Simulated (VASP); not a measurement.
# KMgF3 (Pm-3m) in VASP: further runs, part 2 of 3

VASP 6.6.1. Earlier steps stand in the parts before.

## 4. Single point, r2SCAN

This run uses another cell than the first one, of 12.61 Å³/atom, 1.031 times its volume.

POSCAR

```
KMgF3
1.0
    3.9802355626      0.0000000000      0.0000000000
    0.0000000000      3.9802355626      0.0000000000
    0.0000000000      0.0000000000      3.9802355626
K Mg F
1 1 3
Direct
    0.5000000000      0.5000000000      0.5000000000
    0.0000000000      0.0000000000      0.0000000000
    0.5000000000      0.0000000000      0.0000000000
    0.0000000000      0.5000000000      0.0000000000
    0.0000000000      0.0000000000      0.5000000000
```

INCAR.step1

```
  PREC = Accurate
  ENCUT = 520
  ISMEAR = 0
  SIGMA = 0.01
  LREAL = False
  LASPH = True
  NELM = 60
  NBANDS = 24
  GGA = PE
  ALGO = Normal
  EDIFF = 1E-4
  LWAVE = True
  LCHARG = False
```

INCAR.step2

```
  PREC = Accurate
  ENCUT = 520
  EDIFF = 1E-7
  ISMEAR = 0
  SIGMA = 0.01
  LREAL = False
  LASPH = True
  NELM = 60
  ALGO = Normal
  ISIF = 2
  LWAVE = False
  LCHARG = True
  METAGGA = R2SCAN
  LMIXTAU = True
  LELF = True
  LVHAR = True
  NBANDS = 24
  ISTART = 1
```

KPOINTS

```
regular mesh
0
Gamma
  6 6 6
```

Potentials or basis: VASP PAW PBE potentials, release 64 (K_sv, Mg, F).

Started as:

```console
> cat potpaw_PBE.64/K_sv/POTCAR potpaw_PBE.64/Mg/POTCAR potpaw_PBE.64/F/POTCAR > POTCAR
> cp INCAR.step1 INCAR
> mpirun -np 1 vasp_std > vasp.out
> cp INCAR.step2 INCAR
> mpirun -np 1 vasp_std > vasp.out
```

OUTCAR:

```text
PREC = Accurate
   ENCUT = 520
   EDIFF = 1E-7
   ISMEAR = 0
   LREAL = False
   LASPH = True
   NELM = 60
   ISIF = 2
   METAGGA = R2SCAN
   ISTART = 1

 ion  position               nearest neighbor table
   1  0.500  0.500  0.500-   3 2.81   4 2.81   5 2.81   3 2.81   4 2.81   3 2.81   5 2.81   3 2.81
                             4 2.81   5 2.81   4 2.81   5 2.81   2 3.45   2 3.45   2 3.45   2 3.45
   2  0.000  0.000  0.000-   3 1.99   4 1.99   5 1.99   5 1.99   4 1.99   3 1.99   1 3.45   1 3.45
                             1 3.45   1 3.45   1 3.45   1 3.45   1 3.45   1 3.45
   3  0.500  0.000  0.000-   2 1.99   2 1.99   1 2.81   1 2.81   1 2.81   1 2.81
   4  0.000  0.500  0.000-   2 1.99   2 1.99   1 2.81   1 2.81   1 2.81   1 2.81
   5  0.000  0.000  0.500-   2 1.99   2 1.99   1 2.81   1 2.81   1 2.81   1 2.81

  LATTYP: Found a simple cubic cell.
 ALAT       =     3.9802355626

  Lattice vectors:

 A1 = (   3.9802355626,   0.0000000000,   0.0000000000)
 A2 = (   0.0000000000,   3.9802355626,   0.0000000000)
 A3 = (   0.0000000000,   0.0000000000,   3.9802355626)

Analysis of symmetry for initial positions (statically):
=====================================================================
 Subroutine PRICEL returns:
 Original cell was already a primitive cell.

 Routine SETGRP: Setting up the symmetry group for a
 simple cubic supercell.

 Subroutine GETGRP returns: Found 48 space group operations
 (whereof 48 operations were pure point group operations)
 out of a pool of 48 trial point group operations.

The static configuration has the point symmetry O_h .

Analysis of symmetry for dynamics (positions and initial velocities):
=====================================================================
 Subroutine PRICEL returns:
 Original cell was already a primitive cell.

 Routine SETGRP: Setting up the symmetry group for a
 simple cubic supercell.

 Subroutine GETGRP returns: Found 48 space group operations
[... 125 lines left out ...]
  volume/ion in A,a.u.               =      12.61        85.10
  Fermi-wavevector in a.u.,A,eV,Ry     =   1.305818  2.467639 23.200126  1.705161
  Thomas-Fermi vector in A             =   2.436662
   LORBIT       =      0    0 simple, 1 ext, 2 COOP (PROOUT), +10 PAW based schemes
   METAGGA = R2SCAN    functional components
   LHFCALC =     F    Hartree Fock is set to
   AEXX    =    0.0000 exact exchange contribution
   IVDW    =     0    specifies the selected vdW correction
   LEPSILON=     F    determine dielectric tensor
   LRPA    =     F    only Hartree local field effects (RPA)
 non-spin polarized calculation
 Gauss-broadening in eV      SIGMA  =   0.01
  energy-cutoff  :      520.00
  volume of cell :       63.06
 maximum number of plane-waves:      1743
 NGX is ok and might be reduce to    30
   NGX = 15   NGY = 15   NGZ = 15

 number of electron      31.9999959 magnetization

 Free energy of the ion-electron system (eV)
  ---------------------------------------------------
  ext. energy  EPLUGINS =         0.00000000
  ---------------------------------------------------
  free energy    TOTEN  =       -37.41569408 eV

  energy without entropy =      -37.41569408  energy(sigma->0) =      -37.41569408

 E-fermi :  -2.0466     XC(G=0): -10.2272

 val. band max:       -2.1954419802   @ k =   0.5000   0.5000   0.5000
 cond. band min:       6.0863219187   @ k =   0.0000   0.0000   0.0000
 fundamental gap:      8.2817638989
 Fermi energy:        -2.0465660715

 k-point     1 :       0.0000    0.0000    0.0000
  band No.  band energies     occupation
      1     -28.7861      2.00000
      2     -23.4472      2.00000
      3     -22.8114      2.00000
      4     -22.8114      2.00000
      5     -11.5134      2.00000
      6     -11.5134      2.00000
[... 529 lines left out ...]
     23      14.0705      0.00000
     24      14.0705      0.00000

------------------------ aborting loop because EDIFF is reached ----------------------------------------

  FORCE on cell =-STRESS in cart. coord.  units (eV):
  Direction    XX          YY          ZZ          XY          YZ          ZX
  --------------------------------------------------------------------------------------
  -------------------------------------------------------------------------------------
  Total       -0.2301411     -0.2301411     -0.2301411      0.0000000     -0.0000000      0.0000000
  in kB       -5.8476103     -5.8476103     -5.8476103      0.0000000     -0.0000000      0.0000000
  external PRESSURE =      -5.8476103 kB  Pullay stress =       0.0000000 kB

 VOLUME and BASIS-vectors are now :
 -----------------------------------------------------------------------------
  energy-cutoff  :      520.00
  volume of cell :       63.06
      direct lattice vectors                 reciprocal lattice vectors
     3.980235563  0.000000000  0.000000000     0.251241411  0.000000000  0.000000000
     0.000000000  3.980235563  0.000000000     0.000000000  0.251241411  0.000000000
     0.000000000  0.000000000  3.980235563     0.000000000  0.000000000  0.251241411

 POSITION                                       TOTAL-FORCE (eV/Angst)
 -----------------------------------------------------------------------------------
      1.99012      1.99012      1.99012         0.000000      0.000000      0.000000
      0.00000      0.00000      0.00000         0.000000      0.000000      0.000000
      1.99012      0.00000      0.00000         0.000000      0.000000      0.000000
      0.00000      1.99012      0.00000         0.000000      0.000000      0.000000
      0.00000      0.00000      1.99012         0.000000      0.000000      0.000000
 -----------------------------------------------------------------------------------
    total drift:                                0.000000     -0.000000      0.000000

  FREE ENERGIE OF THE ION-ELECTRON SYSTEM (eV)
  ---------------------------------------------------
  free  energy   TOTEN  =       -37.4156940809 eV

  energy  without entropy=      -37.4156940809  energy(sigma->0) =      -37.41569408
```

OUTCAR.step1:

```text
PREC = Accurate
   ENCUT = 520
   ISMEAR = 0
   LREAL = False
   LASPH = True
[... 767 lines left out ...]
      0.00000      0.00000      0.00000         0.000000      0.000000      0.000000
      1.99012      0.00000      0.00000         0.000000      0.000000      0.000000
      0.00000      1.99012      0.00000         0.000000      0.000000      0.000000
      0.00000      0.00000      1.99012         0.000000      0.000000      0.000000
 -----------------------------------------------------------------------------------
    total drift:                                0.000000     -0.000000      0.000000

  FREE ENERGIE OF THE ION-ELECTRON SYSTEM (eV)
  ---------------------------------------------------
  free  energy   TOTEN  =       -24.4080742532 eV

  energy  without entropy=      -24.4080742532  energy(sigma->0) =      -24.40807425
```

Wall time 3.3 min (1 thread of AMD EPYC 7R13, shared host); peak memory 0.16 GiB.

What came out:

```
Free energy            : -37.4157 eV
Pressure               : -0.6 GPa
Band gap on the k mesh : 8.28 eV, indirect (least direct gap 8.60 eV)
```

Levels at points of the mesh, in eV from the valence-band top:
| k point | band 14 | band 15 | band 16 | band 17 | band 18 | band 19 |
| --- | --- | --- | --- | --- | --- | --- |
| (0.00, 0.00, 0.00) | -0.32 | -0.32 | -0.32 | 8.28 | 10.84 | 10.84 |
| (0.50, 0.00, 0.00) | -0.87 | -0.53 | -0.53 | 11.04 | 11.52 | 11.91 |
| (0.50, 0.50, 0.00) | -0.90 | -0.90 | -0.02 | 11.90 | 12.57 | 13.70 |
| (0.50, 0.50, 0.50) | 0.00 | 0.00 | 0.00 | 11.39 | 11.39 | 11.39 |

Caveat: the PAW data sets were made with another functional, which shifts forces and pressure a little. A k mesh can miss the band edges.

## 5. Single point, r2SCAN (volume changed by +3%)

POSCAR: that of step 4 with these lines changed.

```diff
@@ -2,5 +2,5 @@
 1.0
-    3.9802355626      0.0000000000      0.0000000000
-    0.0000000000      3.9802355626      0.0000000000
-    0.0000000000      0.0000000000      3.9802355626
+    4.0196463986      0.0000000000      0.0000000000
+    0.0000000000      4.0196463986      0.0000000000
+    0.0000000000      0.0000000000      4.0196463986
 K Mg F
```

INCAR.step1

```
  ALGO = Normal
  EDIFF = 1E-4
  ENCUT = 520
  GGA = PE
  ISMEAR = 0
  LASPH = True
  LCHARG = False
  LREAL = False
  LWAVE = True
  NBANDS = 24
  NELM = 60
  PREC = Accurate
  SIGMA = 0.01
```

INCAR.step2

```
  ALGO = Normal
  EDIFF = 1E-7
  ENCUT = 520
  ISIF = 2
  ISMEAR = 0
  ISTART = 1
  LASPH = True
  LCHARG = True
  LELF = True
  LMIXTAU = True
  LREAL = False
  LVHAR = True
  LWAVE = False
  METAGGA = R2SCAN
  NBANDS = 24
  NELM = 60
  PREC = Accurate
  SIGMA = 0.01
```

KPOINTS

```
k-points
0
Gamma
  6 6 6
```

Potentials or basis: VASP PAW PBE potentials, release 64 (K_sv, Mg, F).

Started as:

```console
> cat potpaw_PBE.64/K_sv/POTCAR potpaw_PBE.64/Mg/POTCAR potpaw_PBE.64/F/POTCAR > POTCAR
> cp INCAR.step1 INCAR
> mpirun -np 1 vasp_std > vasp.out
> cp INCAR.step2 INCAR
> mpirun -np 1 vasp_std > vasp.out
```

OUTCAR:

```text
EDIFF = 1E-7
   ENCUT = 520
   ISIF = 2
   ISMEAR = 0
   ISTART = 1
   LASPH = True
   LREAL = False
   METAGGA = R2SCAN
   NELM = 60
   PREC = Accurate

 ion  position               nearest neighbor table
   1  0.500  0.500  0.500-   3 2.84   4 2.84   5 2.84   3 2.84   4 2.84   3 2.84   5 2.84   3 2.84
                             4 2.84   5 2.84   4 2.84   5 2.84   2 3.48   2 3.48   2 3.48   2 3.48
   2  0.000  0.000  0.000-   3 2.01   4 2.01   5 2.01   5 2.01   4 2.01   3 2.01   1 3.48   1 3.48
                             1 3.48   1 3.48   1 3.48   1 3.48   1 3.48   1 3.48
   3  0.500  0.000  0.000-   2 2.01   2 2.01   1 2.84   1 2.84   1 2.84   1 2.84
   4  0.000  0.500  0.000-   2 2.01   2 2.01   1 2.84   1 2.84   1 2.84   1 2.84
   5  0.000  0.000  0.500-   2 2.01   2 2.01   1 2.84   1 2.84   1 2.84   1 2.84

  LATTYP: Found a simple cubic cell.
 ALAT       =     4.0196463986

  Lattice vectors:

 A1 = (   4.0196463986,   0.0000000000,   0.0000000000)
 A2 = (   0.0000000000,   4.0196463986,   0.0000000000)
 A3 = (   0.0000000000,   0.0000000000,   4.0196463986)

Analysis of symmetry for initial positions (statically):
=====================================================================
 Subroutine PRICEL returns:
 Original cell was already a primitive cell.

 Routine SETGRP: Setting up the symmetry group for a
 simple cubic supercell.

 Subroutine GETGRP returns: Found 48 space group operations
 (whereof 48 operations were pure point group operations)
 out of a pool of 48 trial point group operations.

The static configuration has the point symmetry O_h .

Analysis of symmetry for dynamics (positions and initial velocities):
=====================================================================
 Subroutine PRICEL returns:
 Original cell was already a primitive cell.

 Routine SETGRP: Setting up the symmetry group for a
 simple cubic supercell.

 Subroutine GETGRP returns: Found 48 space group operations
[... 124 lines left out ...]
     AMIX_MAG =   1.60;   BMIX_MAG =  1.00
  volume/ion in A,a.u.               =      12.99        87.66
  Fermi-wavevector in a.u.,A,eV,Ry     =   1.293015  2.443444 22.747422  1.671888
  Thomas-Fermi vector in A             =   2.424687
   LORBIT       =      0    0 simple, 1 ext, 2 COOP (PROOUT), +10 PAW based schemes
   METAGGA = R2SCAN    functional components
   LHFCALC =     F    Hartree Fock is set to
   AEXX    =    0.0000 exact exchange contribution
   IVDW    =     0    specifies the selected vdW correction
   LEPSILON=     F    determine dielectric tensor
   LRPA    =     F    only Hartree local field effects (RPA)
 non-spin polarized calculation
 Gauss-broadening in eV      SIGMA  =   0.01
  energy-cutoff  :      520.00
  volume of cell :       64.95
 maximum number of plane-waves:      1775
 NGX is ok and might be reduce to    30
   NGX = 15   NGY = 15   NGZ = 15

 number of electron      31.9999957 magnetization

 Free energy of the ion-electron system (eV)
  ---------------------------------------------------
  ext. energy  EPLUGINS =         0.00000000
  ---------------------------------------------------
  free energy    TOTEN  =       -37.39980261 eV

  energy without entropy =      -37.39980261  energy(sigma->0) =      -37.39980261

 E-fermi :  -2.2773     XC(G=0): -10.0688

 val. band max:       -2.3400798882   @ k =   0.5000   0.5000   0.5000
 cond. band min:       5.7113811067   @ k =   0.0000   0.0000   0.0000
 fundamental gap:      8.0514609949
 Fermi energy:        -2.2772749492

 k-point     1 :       0.0000    0.0000    0.0000
  band No.  band energies     occupation
      1     -28.9920      2.00000
      2     -23.5143      2.00000
      3     -22.9160      2.00000
      4     -22.9160      2.00000
      5     -11.7151      2.00000
      6     -11.7151      2.00000
[... 529 lines left out ...]
     23      13.6140      0.00000
     24      13.6140      0.00000

------------------------ aborting loop because EDIFF is reached ----------------------------------------

  FORCE on cell =-STRESS in cart. coord.  units (eV):
  Direction    XX          YY          ZZ          XY          YZ          ZX
  --------------------------------------------------------------------------------------
  -------------------------------------------------------------------------------------
  Total       -1.1127628     -1.1127628     -1.1127628      0.0000000      0.0000000     -0.0000000
  in kB      -27.4504601    -27.4504601    -27.4504601      0.0000000      0.0000000     -0.0000000
  external PRESSURE =     -27.4504601 kB  Pullay stress =       0.0000000 kB

 VOLUME and BASIS-vectors are now :
 -----------------------------------------------------------------------------
  energy-cutoff  :      520.00
  volume of cell :       64.95
      direct lattice vectors                 reciprocal lattice vectors
     4.019646399  0.000000000  0.000000000     0.248778102  0.000000000  0.000000000
     0.000000000  4.019646399  0.000000000     0.000000000  0.248778102  0.000000000
     0.000000000  0.000000000  4.019646399     0.000000000  0.000000000  0.248778102

 POSITION                                       TOTAL-FORCE (eV/Angst)
 -----------------------------------------------------------------------------------
      2.00982      2.00982      2.00982         0.000000      0.000000      0.000000
      0.00000      0.00000      0.00000         0.000000      0.000000      0.000000
      2.00982      0.00000      0.00000         0.000000      0.000000      0.000000
      0.00000      2.00982      0.00000         0.000000      0.000000      0.000000
      0.00000      0.00000      2.00982         0.000000      0.000000      0.000000
 -----------------------------------------------------------------------------------
    total drift:                                0.000000     -0.000000      0.000000

  FREE ENERGIE OF THE ION-ELECTRON SYSTEM (eV)
  ---------------------------------------------------
  free  energy   TOTEN  =       -37.3998026082 eV

  energy  without entropy=      -37.3998026082  energy(sigma->0) =      -37.39980261
```

Wall time 3.1 min (1 thread of AMD EPYC 7R13, shared host); peak memory 0.16 GiB.

Results:

```
Free energy            : -37.3998 eV
Pressure               : -2.7 GPa
Band gap on the k mesh : 8.05 eV, indirect (least direct gap 8.37 eV)
```

Levels at points of the mesh, in eV from the valence-band top:
```csv
k point,band 13,band 14,band 15,band 16,band 17,band 18,band 19,band 20
"(0.00, 0.00, 0.00)",-0.61,-0.32,-0.32,-0.32,8.05,10.80,10.80,13.10
"(0.50, 0.00, 0.00)",-0.84,-0.83,-0.51,-0.51,10.85,11.21,11.83,13.65
"(0.50, 0.50, 0.00)",-0.99,-0.87,-0.87,-0.02,11.72,12.42,13.41,13.41
"(0.50, 0.50, 0.50)",-1.10,0.00,0.00,0.00,11.27,11.27,11.27,14.90
```

Caveat: the cell differs from its parent crystal (volume changed by +3%); the PAW data sets were made with another functional, which shifts forces and pressure a little. A k mesh can miss the band edges.

(Continued in part 3 of 3.)
